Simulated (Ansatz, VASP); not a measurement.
## KBr in VASP and in Ansatz

Contents of POSCAR:

```
KBr
1.0
    0.0000000000      3.2101875000      3.2101875000
    3.2925000000     -0.0823125000      3.2925000000
    3.2925000000      3.2925000000     -0.0823125000
K Br
1 1
Direct
    0.0000000000      0.0000000000      0.0000000000
    0.5000000000      0.5000000000      0.5000000000
```

File INCAR.step1:

```
SYSTEM = KBr
ALGO = Normal ; EDIFF = 1E-4
ENCUT = 520 ; GGA = PE
ISMEAR = 0 ; LASPH = .TRUE.
LCHARG = .FALSE. ; LREAL = .FALSE.
LWAVE = .TRUE. ; NBANDS = 15
NELM = 80 ; PREC = Accurate
SIGMA = 0.05
```

INCAR.step2

```
SYSTEM = KBr
ALGO = Normal ; EDIFF = 1E-6
ENCUT = 520 ; ISIF = 2
ISMEAR = 0 ; ISTART = 1
LASPH = .TRUE. ; LCHARG = .FALSE.
LMIXTAU = .TRUE. ; LREAL = .FALSE.
LWAVE = .FALSE. ; METAGGA = R2SCAN
NBANDS = 15 ; NELM = 80
PREC = Accurate ; SIGMA = 0.05
```

Contents of KPOINTS:

```
k-points
0
G
  6 6 6
  0 0 0
```

Input for Ansatz:

```yaml
crystal:
  lattice:
    - [0.0, 3.2101875, 3.2101875]
    - [3.2925, -0.0823125, 3.2925]
    - [3.2925, 3.2925, -0.0823125]
  atoms:
    - { symbol: K, position: [0.0, 0.0, 0.0] }
    - { symbol: Br, position: [0.5, 0.5, 0.5] }
basis:
  ecutwfc: 500
kpoints:
  mp_grid: { grid: [6, 6, 6] }
hamiltonian:
  xc: r2scan
scf:
  occupations: { method: gaussian, width: 0.05 }
output:
  forces: true
  stress: true
  eigenvalues: true
```

Change from the starting cell: strain -0.0500 x Voigt [0, 0, 0, 1, 0, 0], atoms carried along.

Alike in both runs: task single point; functional r2SCAN; k mesh 6 × 6 × 6; occupations gaussian, width 0.05 eV; no spin polarisation.

|  | VASP | Ansatz |
| --- | --- | --- |
| version | VASP 6.6.1 | Ansatz 0.2.0 |
| potentials or method | VASP PAW PBE potentials, release 64 (K_sv, Br), cutoff 520 eV | scalar-relativistic, plane waves, PAW |
| valence electrons in the cell | 16 | 16 |

|  | VASP | Ansatz | Ansatz less VASP |
| --- | --- | --- | --- |
| gap on the k mesh at the Fermi level (eV) | 5.03 | 5.03 | -0.002 |
| least direct gap on the mesh (eV) | 5.03 | 5.03 | -0.002 |
| pressure (GPa) | 0.2 | 0.2 | 0.00 |
| traceless stress, the component that is largest in VASP (GPa) | 0.26 | 0.26 | +0.002 |

VASP's potentials were made for PBE, not for r2SCAN.
